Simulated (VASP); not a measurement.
# ZnS (P6_3mc) in VASP: notebook

The runs below take ZnS through single point, with PBE.

All numbers are computed with VASP 6.6.1; they aren't measurements. Logs are shortened: lines on timing, memory, paths and dates and some standing lists are left out, and cuts for length are marked.

**1. The cell of the first run**

The structure is hexagonal, space group P6_3mc (No. 186). The conventional cell has a = 3.685 Å, b = 3.685 Å, c = 6.041 Å, α = 90.00°, β = 90.00°, γ = 120.00°. Zn (site symmetry 3m) has 4 S at 2.26 Å within 3.0 Å. S (site symmetry 3m) has 4 Zn at 2.26 Å within 3.0 Å.

**2. Single point, PBE (17.76 Å³/atom)**

INCAR

```
SYSTEM = ZnS
PREC = Accurate
ENCUT = 520
EDIFF = 1E-7
ISMEAR = 0
SIGMA = 0.05
LREAL = .False.
LASPH = .True.
NELM = 80
ALGO = Normal
ISIF = 2
LWAVE = .False.
LCHARG = .False.
GGA = PE
NBANDS = 26
```

KPOINTS

```
regular mesh
0
Gamma
  9 9 6
  0 0 0
```

POSCAR

```
ZnS
1.0
    3.6851315482      0.0000000000      0.0000000000
   -1.8425657741      3.1914175371      0.0000000000
    0.0000000000      0.0000000000      6.0407488922
Zn S
2 2
Direct
    0.3333333333      0.6666666667      0.0052003725
    0.6666666667      0.3333333333      0.5052003725
    0.3333333333      0.6666666667      0.3797996275
    0.6666666667      0.3333333333      0.8797996275
```

Potentials or basis: VASP PAW PBE potentials, release 64 (Zn, S).

Run with:

```sh
$ cat potpaw_PBE.64/Zn/POTCAR potpaw_PBE.64/S/POTCAR > POTCAR
$ mpirun -np 1 vasp_std > vasp.out
```

OUTCAR:

```text
SYSTEM = ZnS
   PREC = Accurate
   ENCUT = 520
   EDIFF = 1E-7
   ISMEAR = 0
   LREAL = .False.
   LASPH = .True.
   NELM = 80
   ISIF = 2
   GGA = PE

 ion  position               nearest neighbor table
   1  0.333  0.667  0.005-   4 2.26   4 2.26   4 2.26   3 2.26
   2  0.667  0.333  0.505-   3 2.26   3 2.26   3 2.26   4 2.26
   3  0.333  0.667  0.380-   2 2.26   2 2.26   2 2.26   1 2.26
   4  0.667  0.333  0.880-   1 2.26   1 2.26   1 2.26   2 2.26

  LATTYP: Found a hexagonal cell.
 ALAT       =     3.6851315482
 C/A-ratio  =     1.6392220503

  Lattice vectors:

 A1 = (   3.6851315482,   0.0000000000,   0.0000000000)
 A2 = (  -1.8425657741,   3.1914175371,   0.0000000000)
 A3 = (   0.0000000000,   0.0000000000,   6.0407488922)

Analysis of symmetry for initial positions (statically):
=====================================================================
 Subroutine PRICEL returns:
 Original cell was already a primitive cell.

 Routine SETGRP: Setting up the symmetry group for a
 hexagonal supercell.

 Subroutine GETGRP returns: Found 12 space group operations
 (whereof  6 operations were pure point group operations)
 out of a pool of 24 trial point group operations.

The static configuration has the point symmetry C_3v.
 The point group associated with its full space group is C_6v.

Analysis of symmetry for dynamics (positions and initial velocities):
=====================================================================
 Subroutine PRICEL returns:
 Original cell was already a primitive cell.

 Routine SETGRP: Setting up the symmetry group for a
 hexagonal supercell.

 Subroutine GETGRP returns: Found 12 space group operations
 (whereof  6 operations were pure point group operations)
 out of a pool of 24 trial point group operations.

The dynamic configuration has the point symmetry C_3v.
 The point group associated with its full space group is C_6v.

 Subroutine INISYM returns: Found 12 space group operations
 (whereof  6 operations are pure point group operations),
 and found     1 'primitive' translations

----------------------------------------------------------------------------------------

                                     Primitive cell

  volume of cell :      71.0440

  direct lattice vectors                    reciprocal lattice vectors
[... 83 lines left out ...]
   ISTART =      0    job   : 0-new  1-cont  2-samecut
   ICHARG =      2    charge: 1-file 2-atom 10-const
   ISPIN  =      1    spin polarized calculation?
   LNONCOLLINEAR =      F non collinear calculations
   LSORBIT =      F    spin-orbit coupling
   LASPH  =      T    aspherical Exc in radial PAW
   ENCUT  =  520.0 eV  38.22 Ry    6.18 a.u.   6.85  6.85 11.23*2*pi/ulx,y,z
   NELM   =     80;   NELMIN=  2; NELMDL= -5     # of ELM steps
   EDIFF  = 0.1E-06   stopping-criterion for ELM
   LREAL  =      F    real-space projection
   EDIFFG = 0.1E-05   stopping-criterion for IOM
   NSW    =      0    number of steps for IOM
   IBRION =     -1    ionic relax: 0-MD 1-quasi-New 2-CG
   NFREE  =      0    steps in history (QN), initial steepest desc. (CG)
   ISIF   =      2    stress and relaxation
   ISYM   =      2    0-nonsym 1-usesym 2-fastsym
   POTIM  = 0.5000    time-step for ionic-motion
   TEBEG  =    0.0;   TEEND  =   0.0 temperature during run
   PSTRESS=    0.0 pullay stress
   NELECT =      36.0000    total number of electrons
   NUPDOWN=      -1.0000    fix difference up-down
   EMIN   =  10.00;   EMAX   =-10.00  energy-range for DOS
   EFERMI =   0.00;   METHOD = LEGACY
   ISMEAR =     0;   SIGMA  =   0.05  broadening in eV -4-tet -1-fermi 0-gaus
   EFERMI_NEDOS =   21; number of points for ismear=-14 and -15
   IALGO  =     38    algorithm
   IMIX   =      4    mixing-type and parameters
     AMIX     =   0.40;   BMIX     =  1.00
     AMIX_MAG =   1.60;   BMIX_MAG =  1.00
  volume/ion in A,a.u.               =      17.76       119.86
  Fermi-wavevector in a.u.,A,eV,Ry     =   1.305168  2.466411 23.177040  1.703464
  Thomas-Fermi vector in A             =   2.436055
   LORBIT       =      0    0 simple, 1 ext, 2 COOP (PROOUT), +10 PAW based schemes
   GGA     = PE    functional components
   LHFCALC =     F    Hartree Fock is set to
   AEXX    =    0.0000 exact exchange contribution
   IVDW    =     0    specifies the selected vdW correction
   LEPSILON=     F    determine dielectric tensor
   LRPA    =     F    only Hartree local field effects (RPA)
 non-spin polarized calculation
 Gauss-broadening in eV      SIGMA  =   0.05
  energy-cutoff  :      520.00
  volume of cell :       71.04
 maximum number of plane-waves:      1941
 NGX is ok and might be reduce to    28
   NGX = 13   NGY = 13   NGZ = 23

 number of electron      36.0000003 magnetization

 Free energy of the ion-electron system (eV)
  ---------------------------------------------------
  ext. energy  EPLUGINS =         0.00000000
  ---------------------------------------------------
  free energy    TOTEN  =       -13.36396916 eV

  energy without entropy =      -13.36396916  energy(sigma->0) =      -13.36396916

 E-fermi :   3.3850     XC(G=0): -10.1275

 val. band max:        3.1680264645   @ k =   0.0000   0.0000   0.0000
 cond. band min:       5.8456749843   @ k =   0.0000   0.0000   0.0000
 fundamental gap:      2.6776485198
 Fermi energy:         3.3850129600

 k-point     1 :       0.0000    0.0000    0.0000
  band No.  band energies     occupation
      1     -10.7909      2.00000
      2      -9.6525      2.00000
      3      -3.6555      2.00000
      4      -3.6393      2.00000
      5      -3.6393      2.00000
      6      -3.5407      2.00000
[... 685 lines left out ...]
     25      13.4246      0.00000
     26      13.7600      0.00000

 [... further k-points ...]
[... 5 lines left out ...]
  --------------------------------------------------------------------------------------
  -------------------------------------------------------------------------------------
  Total        5.2724903      5.2724903      5.3986325      0.0000000      0.0000000      0.0000000
  in kB      118.9046854    118.9046854    121.7494314      0.0000000      0.0000000      0.0000000
  external PRESSURE =     119.8529340 kB  Pullay stress =       0.0000000 kB

 VOLUME and BASIS-vectors are now :
 -----------------------------------------------------------------------------
  energy-cutoff  :      520.00
  volume of cell :       71.04
      direct lattice vectors                 reciprocal lattice vectors
     3.685131548  0.000000000  0.000000000     0.271360734  0.156670193  0.000000000
    -1.842565774  3.191417537  0.000000000     0.000000000  0.313340385  0.000000000
     0.000000000  0.000000000  6.040748892     0.000000000  0.000000000  0.165542389

 POSITION                                       TOTAL-FORCE (eV/Angst)
 -----------------------------------------------------------------------------------
     -0.00000      2.12761      0.03141         0.000000     -0.000000      0.032396
      1.84257      1.06381      3.05179        -0.000000      0.000000      0.032396
     -0.00000      2.12761      2.29427        -0.000000      0.000000     -0.032396
      1.84257      1.06381      5.31465        -0.000000      0.000000     -0.032396
 -----------------------------------------------------------------------------------
    total drift:                               -0.000001     -0.000001     -0.000147

  FREE ENERGIE OF THE ION-ELECTRON SYSTEM (eV)
  ---------------------------------------------------
  free  energy   TOTEN  =       -13.3639691589 eV

  energy  without entropy=      -13.3639691589  energy(sigma->0) =      -13.36396916
```

stdout:

```text
POSCAR found type information on POSCAR ZnS
 POSCAR found :  2 types and       4 ions
 scaLAPACK will be used
 LDA part: xc-table for (Slater+PW92), standard interpolation
 POSCAR, INCAR and KPOINTS ok, starting setup
 FFT: planning ... GRIDC
 FFT: planning ... GRID_SOFT
 FFT: planning ... GRID
 WAVECAR not read
 entering main loop
```

Wall time 2 min (1 thread of Intel Xeon 8259CL, shared host); peak memory 0.23 GiB.

Results:

* Free energy: -13.3640 eV
* Pressure: 12.0 GPa
* Largest force: 0.032 eV/Å
* Band gap on the k mesh: 2.68 eV

Forces on the atoms (eV/Å):
```
Zn   0.000  0.000  0.032
Zn   0.000  0.000  0.032
S    0.000  0.000 -0.032
S    0.000  0.000 -0.032
```

Caveat: the cell stands under pressure. A hybrid or GW would open this gap; PBE tends to underestimate it.

**3. Single point, PBE (17.76 Å³/atom)**

INCAR

```
ALGO     = Normal         # electronic algorithm
EDIFF    = 1E-6           # SCF threshold, eV
ENCUT    = 520            # plane-wave cutoff, eV
GGA      = PE             # functional
ISIF     = 2              # what is computed and relaxed
ISMEAR   = 0              # smearing method
LASPH    = T              # aspherical terms in the spheres
LCHARG   = T              # write CHGCAR
LELF     = T              # ELF
LREAL    = F              # projectors in reciprocal space
LVHAR    = T            
LWAVE    = F              # write WAVECAR
NBANDS   = 26             # bands
NELM     = 100            # most SCF steps
PREC     = Accurate       # precision mode
SIGMA    = 0.05           # smearing width, eV
```

KPOINTS

```
k-points
0
Gamma
  9 9 6
```

POSCAR

```
ZnS
1.0
    3.9155764935      0.0000000000      0.0000000000
   -1.9577882467      3.3909887138      0.0000000000
    0.0000000000      0.0000000000      5.3506352783
Zn S
2 2
Direct
    0.3333333333      0.6666666667      0.0052003725
    0.6666666667      0.3333333333      0.5052003725
    0.3333333333      0.6666666667      0.3797996275
    0.6666666667      0.3333333333      0.8797996275
```

Potentials or basis: VASP PAW PBE potentials, release 64 (Zn, S).

Run with:

```sh
$ cat potpaw_PBE.64/Zn/POTCAR potpaw_PBE.64/S/POTCAR > POTCAR
$ mpirun -np 1 vasp_std > vasp.out
```

Run time: 2.1 min. Hardware: 1 thread of Intel Xeon 8259CL, shared host; peak memory 0.22 GiB.

Results (log left out):

| Item | Value |
| --- | --- |
| Free energy | -12.1598 eV |
| Pressure | 18.6 GPa |
| Largest force | 3.575 eV/Å |
| Band gap on the k mesh | 1.82 eV |

Forces in eV/Å, atoms in the order of the input:
```
Zn   0.000  0.000 -3.575
Zn   0.000  0.000 -3.575
S    0.000  0.000  3.575
S    0.000  0.000  3.575
```

Stress tensor (GPa, compression positive):
```
 2.62  0.00  0.00
 0.00  2.62  0.00
 0.00  0.00 50.55
```

Levels at points of the mesh, in eV from the valence-band top:
```
           k point  band 14  band 15  band 16  band 17  band 18  band 19  band 20  band 21  band 22  band 23
(0.00, 0.00, 0.00)    -1.94    -1.94    -0.21    -0.21     0.00     1.82     2.51     5.41     5.41     7.61
(0.00, 0.00, 0.50)    -2.62    -1.11    -1.11    -1.11    -1.11     3.18     3.18     5.86     5.86     5.86
```

Caveat: the cell stands under pressure; an odd mesh through Γ misses points on the zone boundary, where band edges can lie; forces of over 1 eV/Å act on the atoms, so gaps and moduli don't describe the material at rest.

**4. Single point, PBE (17.76 Å³/atom)**

INCAR

```
  PREC = Accurate
  ENCUT = 520
  EDIFF = 1E-6
  ISMEAR = 0
  SIGMA = 0.05
  LREAL = F
  LASPH = T
  NELM = 100
  ALGO = Normal
  ISIF = 2
  LWAVE = F
  LCHARG = F
  GGA = PE
  NBANDS = 26
```

KPOINTS

```
regular mesh
0
Gamma
  9 9 6
```

POSCAR

```
ZnS
1.0
    3.4682332922      0.0000000000      0.0000000000
   -1.7341166461      3.0035781373      0.0000000000
    0.0000000000      0.0000000000      6.8199339457
Zn S
2 2
Direct
    0.3333333333      0.6666666667      0.0052003725
    0.6666666667      0.3333333333      0.5052003725
    0.3333333333      0.6666666667      0.3797996275
    0.6666666667      0.3333333333      0.8797996275
```

Run with:

```sh
$ cat potpaw_PBE.64/Zn/POTCAR potpaw_PBE.64/S/POTCAR > POTCAR
$ mpirun -np 1 vasp_std > vasp.out
```

It took 2.1 min on 1 thread of Intel Xeon 8259CL, shared host; peak memory 0.23 GiB.

It converged, with:

| Property | Result |
| --- | --- |
| Free energy | -12.5153 eV |
| Pressure | 16.5 GPa |
| Largest force | 1.316 eV/Å |
| Band gap on the k mesh | 1.36 eV |

Forces on the atoms (eV/Å):
```
Zn   0.000  0.000  1.316
Zn   0.000  0.000  1.316
S    0.000  0.000 -1.316
S    0.000  0.000 -1.316
```

Stress tensor (GPa, compression positive):
```
26.23  0.00  0.00
 0.00 26.23  0.00
 0.00  0.00 -3.06
```

Levels at points of the mesh, in eV from the valence-band top:
```csv
k point,band 16,band 17,band 18,band 19,band 20,band 21
"(0.00, 0.00, 0.00)",-0.55,0.00,0.00,1.36,4.42,5.48
"(0.00, 0.00, 0.50)",-0.28,-0.28,-0.28,4.29,4.29,5.61
```

Caveat: the cell stands under pressure; an odd mesh through Γ misses points on the zone boundary, where band edges can lie; forces of over 1 eV/Å act on the atoms, so gaps and moduli don't describe the material at rest.

**5. Summary**

```csv
cell,gap on the mesh (eV),pressure (GPa),largest force (eV/Å)
"a = 3.685, b = 3.685, c = 6.041 Å, angles 90.0, 90.0, 120.0°, 4 atoms",2.68,12.0,0.03
"a = 3.916, b = 3.916, c = 5.351 Å, angles 90.0, 90.0, 120.0°, 4 atoms",1.82,18.6,3.57
"a = 3.468, b = 3.468, c = 6.820 Å, angles 90.0, 90.0, 120.0°, 4 atoms",1.36,16.5,1.32
```

Alike in all rows: task single point; level PBE; potentials or basis VASP PAW PBE potentials, release 64 (Zn, S); no spin polarisation; k mesh 9 × 9 × 6; cutoff (eV) 520; smearing gaussian 0.05 eV.

Caveats: the cell stands under pressure; an odd mesh through Γ misses points on the zone boundary, where band edges can lie (at least some runs); forces of over 1 eV/Å act on the atoms, so gaps and moduli don't describe the material at rest (at least some runs).

Absolute energies hang on the potentials; compare differences alone.
